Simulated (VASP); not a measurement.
# Ti (Fm-3m) in VASP: further runs, part 2 of 2

VASP 6.6.1. Earlier steps stand in the parts before.

## (5) Single point, PBE

This run uses another cell than the first one, of 17.05 Å³/atom, 1.043 times its volume.

File INCAR:

```
SYSTEM = Ti
PREC = Accurate
ENCUT = 520
EDIFF = 1E-6
ISMEAR = -1
SIGMA = 0.06122561905347299
LREAL = .False.
LASPH = .True.
NELM = 60
ALGO = Normal
ISIF = 2
LWAVE = .False.
LCHARG = .True.
GGA = PE
LELF = .True.
LVHAR = .True.
NBANDS = 12
```

File KPOINTS:

```
regular mesh
0
Gamma
  23 23 23
  0 0 0
```

File POSCAR:

```
Ti
1.0
    0.0000000000      2.0427626874      2.0427626874
    2.0427626874      0.0000000000      2.0427626874
    2.0427626874      2.0427626874      0.0000000000
Ti
1
Direct
    0.0000000000      0.0000000000      0.0000000000
```

Potentials or basis: VASP PAW PBE potentials, release 64 (Ti_sv).

Run with:

```bash
$ cat potpaw_PBE.64/Ti_sv/POTCAR > POTCAR
$ mpirun -np 1 vasp_std > vasp.out
```

OUTCAR:

```text
SYSTEM = Ti
   PREC = Accurate
   ENCUT = 520
   EDIFF = 1E-6
   ISMEAR = -1
   LREAL = .False.
   LASPH = .True.
   NELM = 60
   ISIF = 2
   GGA = PE

 ion  position               nearest neighbor table
   1  0.000  0.000  0.000-

  LATTYP: Found a face centered cubic cell.
 ALAT       =     4.0855253748

  Lattice vectors:

 A1 = (   0.0000000000,   2.0427626874,   2.0427626874)
 A2 = (   2.0427626874,   0.0000000000,   2.0427626874)
 A3 = (   2.0427626874,   2.0427626874,   0.0000000000)

Analysis of symmetry for initial positions (statically):
=====================================================================
 Subroutine PRICEL returns:
 Original cell was already a primitive cell.

 Routine SETGRP: Setting up the symmetry group for a
 face centered cubic supercell.

 Subroutine GETGRP returns: Found 48 space group operations
 (whereof 48 operations were pure point group operations)
 out of a pool of 48 trial point group operations.

The static configuration has the point symmetry O_h .

Analysis of symmetry for dynamics (positions and initial velocities):
=====================================================================
 Subroutine PRICEL returns:
 Original cell was already a primitive cell.

 Routine SETGRP: Setting up the symmetry group for a
 face centered cubic supercell.

 Subroutine GETGRP returns: Found 48 space group operations
 (whereof 48 operations were pure point group operations)
 out of a pool of 48 trial point group operations.

The dynamic configuration has the point symmetry O_h .

 Subroutine INISYM returns: Found 48 space group operations
 (whereof 48 operations are pure point group operations),
 and found     1 'primitive' translations

----------------------------------------------------------------------------------------

                                     Primitive cell

  volume of cell :      17.0484

  direct lattice vectors                    reciprocal lattice vectors
[... 106 lines left out ...]
  volume/ion in A,a.u.               =      17.05       115.05
  Fermi-wavevector in a.u.,A,eV,Ry     =   1.456266  2.751943 28.854014  2.120710
  Thomas-Fermi vector in A             =   2.573204
   LORBIT       =      0    0 simple, 1 ext, 2 COOP (PROOUT), +10 PAW based schemes
   GGA     = PE    functional components
   LHFCALC =     F    Hartree Fock is set to
   AEXX    =    0.0000 exact exchange contribution
   IVDW    =     0    specifies the selected vdW correction
   LEPSILON=     F    determine dielectric tensor
   LRPA    =     F    only Hartree local field effects (RPA)
 non-spin polarized calculation
  energy-cutoff  :      520.00
  volume of cell :       17.05
 maximum number of plane-waves:       477
 NGX is ok and might be reduce to    24
   NGX = 11   NGY = 11   NGZ = 11

 number of electron      12.0000003 magnetization

 Free energy of the ion-electron system (eV)
  ---------------------------------------------------
  ext. energy  EPLUGINS =         0.00000000
  ---------------------------------------------------
  free energy    TOTEN  =        -7.78666291 eV

  energy without entropy =       -7.76571357  energy(sigma->0) =       -7.77618824

 E-fermi :   8.4196     XC(G=0): -11.5864

 val. band max:        8.4128351754   @ k =  -0.3478   0.3478   0.1304
 cond. band min:       8.4204342863   @ k =   0.2609   0.1304   0.0435
 fundamental gap:      0.0075991108
 Fermi energy:         8.4196389017

 k-point     1 :       0.0000    0.0000    0.0000
  band No.  band energies     occupation
      1     -48.2591      2.00000
      2     -24.0964      2.00000
      3     -24.0964      2.00000
      4     -24.0964      2.00000
      5       2.2783      2.00000
      6       9.3061      0.00000
      7       9.3061      0.00000
      8       9.3061      0.00000
      9      10.9788      0.00000
     10      10.9788      0.00000
     11      23.7688      0.00000
     12      28.3364      0.00000
[... 331 lines left out ...]
 k-point    24 :      -0.4783    0.0435    0.0000
  band No.  band energies     occupation
      1     -48.1265      2.00000
      2     -24.8008      2.00000
      3     -24.1968      2.00000
      4     -24.1891      2.00000
      5       5.8387      2.00000
      6       8.9142      0.00062
      7       9.2258      0.00000
      8       9.2482      0.00000
      9      12.0556      0.00000
     10      12.1931      0.00000
     11      16.7754      0.00000
     12      23.0549      0.00000

 [... further k-points ...]
[... 5 lines left out ...]
  --------------------------------------------------------------------------------------
  -------------------------------------------------------------------------------------
  Total        0.2069685      0.2069685      0.2069685     -0.0000000      0.0000000     -0.0000000
  in kB       19.4505144     19.4505144     19.4505144     -0.0000000      0.0000000     -0.0000000
  external PRESSURE =      19.4505144 kB  Pullay stress =       0.0000000 kB

 VOLUME and BASIS-vectors are now :
 -----------------------------------------------------------------------------
  energy-cutoff  :      520.00
  volume of cell :       17.05
      direct lattice vectors                 reciprocal lattice vectors
     0.000000000  2.042762687  2.042762687    -0.244766562  0.244766562  0.244766562
     2.042762687  0.000000000  2.042762687     0.244766562 -0.244766562  0.244766562
     2.042762687  2.042762687  0.000000000     0.244766562  0.244766562 -0.244766562

 POSITION                                       TOTAL-FORCE (eV/Angst)
 -----------------------------------------------------------------------------------
      0.00000      0.00000      0.00000         0.000000     -0.000000      0.000000
 -----------------------------------------------------------------------------------
    total drift:                                0.000000      0.000000      0.000000

  FREE ENERGIE OF THE ION-ELECTRON SYSTEM (eV)
  ---------------------------------------------------
  free  energy   TOTEN  =        -7.7866629089 eV

  energy  without entropy=       -7.7657135694  energy(sigma->0) =       -7.77618824
```

OSZICAR:

```text
N       E                     dE             d eps       ncg     rms          rms(c)
DAV:   1     0.874489490636E+02    0.87449E+02   -0.65457E+03  8752   0.120E+03
DAV:   2    -0.436778902227E+01   -0.91817E+02   -0.89343E+02  8876   0.297E+02
DAV:   3    -0.867824103225E+01   -0.43105E+01   -0.42675E+01 12120   0.655E+01
DAV:   4    -0.877190248907E+01   -0.93661E-01   -0.93544E-01  9868   0.863E+00
DAV:   5    -0.877431995066E+01   -0.24175E-02   -0.24173E-02 10456   0.121E+00    0.846E+00
DAV:   6    -0.778970695733E+01    0.98461E+00   -0.20138E+00  9508   0.213E+01    0.225E+00
DAV:   7    -0.777628079061E+01    0.13426E-01   -0.10324E-01 10680   0.379E+00    0.130E+00
DAV:   8    -0.778638405138E+01   -0.10103E-01   -0.38954E-02  9064   0.251E+00    0.174E-01
DAV:   9    -0.778664643138E+01   -0.26238E-03   -0.44885E-03 11056   0.775E-01    0.889E-02
DAV:  10    -0.778668824073E+01   -0.41809E-04   -0.24421E-04  9224   0.186E-01    0.252E-02
DAV:  11    -0.778666334899E+01    0.24892E-04   -0.23255E-05 10572   0.589E-02    0.976E-03
DAV:  12    -0.778666290892E+01    0.44007E-06   -0.13451E-06  9072   0.155E-02
   1 F= -.77866629E+01 E0= -.77761882E+01  d E =-.209493E-01
```

stdout:

```text
POSCAR found type information on POSCAR Ti
 POSCAR found :  1 types and       1 ions
 scaLAPACK will be used
 LDA part: xc-table for (Slater+PW92), standard interpolation
 POSCAR, INCAR and KPOINTS ok, starting setup
 FFT: planning ... GRIDC
 FFT: planning ... GRID_SOFT
 FFT: planning ... GRID
 WAVECAR not read
 entering main loop
```

It took 72 s on 1 thread of Intel Xeon Platinum 8259CL at 2.50GHz (Skylake/Cascade Lake), shared host; peak memory 0.19 GiB.

What came out:

* Free energy: -7.7867 eV
* Pressure: 1.9 GPa
* Band gap on the k mesh: zero (band 6 reaches 9.31 eV, above the bottom of band 7 at 8.00 eV)

## (6) The runs side by side

| cell | gap on the mesh (eV) | pressure (GPa) |
| --- | --- | --- |
| a = 2.849 Å, angles 60.0°, 1 atom | none | 7.0 |
| a = 2.869 Å, angles 60.0°, 1 atom | none | 4.4 |
| a = 2.889 Å, angles 60.0°, 1 atom | none | 1.9 |

Alike in all rows: task single point; level PBE; potentials or basis VASP PAW PBE potentials, release 64 (Ti_sv); no spin polarisation; k mesh 23 × 23 × 23; cutoff (eV) 520; smearing fermi-dirac 0.0612256 eV.

Total energies depend on the potentials used, so only differences within one code and one set of settings carry meaning.
